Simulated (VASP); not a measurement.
Set up this calculation in VASP 6.6.1, as the native input.

```
Task                   : single point
Functional             : LDA
Potentials or basis    : VASP PAW LDA potentials, release 64 (Ga_d, N_h)
Cutoff                 : 910 eV
k mesh                 : 8 × 8 × 8
Occupations            : gaussian, width 0.01 eV
Spin                   : no spin polarisation
Dipole correction      : no
Second run             : hard_potentials
Further INCAR settings : ALGO = Normal; EDIFF = 1e-06; NBANDS = 16
```

The structure of GaN lies in POSCAR:

```
GaN
1.0
    0.0000000000      2.0903963112      2.0903963112
    2.0903963112      0.0000000000      2.0903963112
    2.0903963112      2.0903963112      0.0000000000
Ga N
1 1
Direct
    0.0000000000      0.0000000000      0.0000000000
    0.5000000000      0.5000000000      0.5000000000
```

These files were run (other wordings do the same):

INCAR

```
ALGO = Normal ; EDIFF = 1E-6
ENCUT = 910 ; GGA = CA
GGA_COMPAT = F ; ISIF = 2
ISMEAR = 0 ; LASPH = T
LCHARG = F ; LREAL = F
LWAVE = F ; NBANDS = 16
NELM = 120 ; PREC = Accurate
SIGMA = 0.01
```

KPOINTS

```
k-points
0
Gamma
  8 8 8
```

Potentials or basis: VASP PAW LDA potentials, release 64 (Ga_d, N_h).

Command:

```bash
$ cat potpaw_LDA.64/Ga_d/POTCAR potpaw_LDA.64/N_h/POTCAR > POTCAR
$ mpirun -np 1 vasp_std > vasp.out
```

It gave:

The pressure is 1.2 GPa and the band gap on the k mesh is 0.64 eV, indirect (least direct gap 3.25 eV).

Caveat: the cutoff is under 1.25 times the usual one of these potentials, so pressure, stress and relaxed cells hold a basis-set (Pulay) error.

It took 11 s on 1 thread of Intel(R) Xeon(R) Platinum 8559C (Emerald Rapids), with other jobs on the host, peak memory 0.16 GiB.
